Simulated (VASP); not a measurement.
Write the native input for VASP 6.6.1 that does the following.

```
Task                   : relaxation of cell and atoms
Functional             : PBE
Potentials or basis    : VASP PAW PBE potentials, release 64 (Fe, Si)
Cutoff                 : 600 eV
k mesh                 : 4 × 4 × 4
Occupations            : gaussian, width 0.1 eV
Spin                   : no spin polarisation
Dipole correction      : no
Further INCAR settings : ALGO = Normal; EDIFF = 1e-06; IBRION = 2; EDIFFG = -0.05; NSW = 100; ISIF = 3
```

The structure of FeSi lies in POSCAR:

```
FeSi
1.0
    4.5507000000      0.0000000000      0.0000000000
    0.0000000000      4.5507000000      0.0000000000
    0.0000000000      0.0000000000      4.5507000000
Fe Si
4 4
Direct
    0.1365200000      0.1365200000      0.1365200000
    0.3634800000      0.8634800000      0.6365200000
    0.6365200000      0.3634800000      0.8634800000
    0.8634800000      0.6365200000      0.3634800000
    0.8424000000      0.8424000000      0.8424000000
    0.6576000000      0.1576000000      0.3424000000
    0.3424000000      0.6576000000      0.1576000000
    0.1576000000      0.3424000000      0.6576000000
```

One way to write it, as run:

INCAR

```
SYSTEM = FeSi
  PREC = Accurate
  ENCUT = 600
  EDIFF = 1E-6
  ISMEAR = 0
  SIGMA = 0.1
  LREAL = .False.
  LASPH = .True.
  NELM = 80
  ALGO = Normal
  ISIF = 3
  LWAVE = .False.
  LCHARG = .False.
  GGA = PE
  IBRION = 2
  NSW = 100
  EDIFFG = -0.05
```

KPOINTS

```
regular mesh
0
Gamma
  4 4 4
  0 0 0
```

Potentials or basis: VASP PAW PBE potentials, release 64 (Fe, Si).

Run with:

```sh
$ cat potpaw_PBE.64/Fe/POTCAR potpaw_PBE.64/Si/POTCAR > POTCAR
$ mpirun -np 1 vasp_std > vasp.out
```

It gave:

The relaxed volume is 11.00 Å³/atom and the relaxed cell is a = 4.448 Å, b = 4.448 Å, c = 4.448 Å, α = 90.00°, β = 90.00°, γ = 90.00°. The space group after relaxing (to 0.05 Å) is P2_13 (No. 198), the energy gained by relaxing is 36.2 meV/atom and the ionic steps are 5. The pressure after relaxing is 0.1 GPa and the largest force after relaxing is 0.024 eV/Å. The band gap on the k mesh is 0.17 eV, indirect (least direct gap 0.20 eV).

Caveat: the relaxation stopped at a loose force limit of 0.05 eV/Å, so its end isn't a converged minimum.

It took 59 s on 1 thread of Intel(R) Xeon(R) 6975P-C (Granite Rapids) (shared host), peak memory 0.22 GiB.
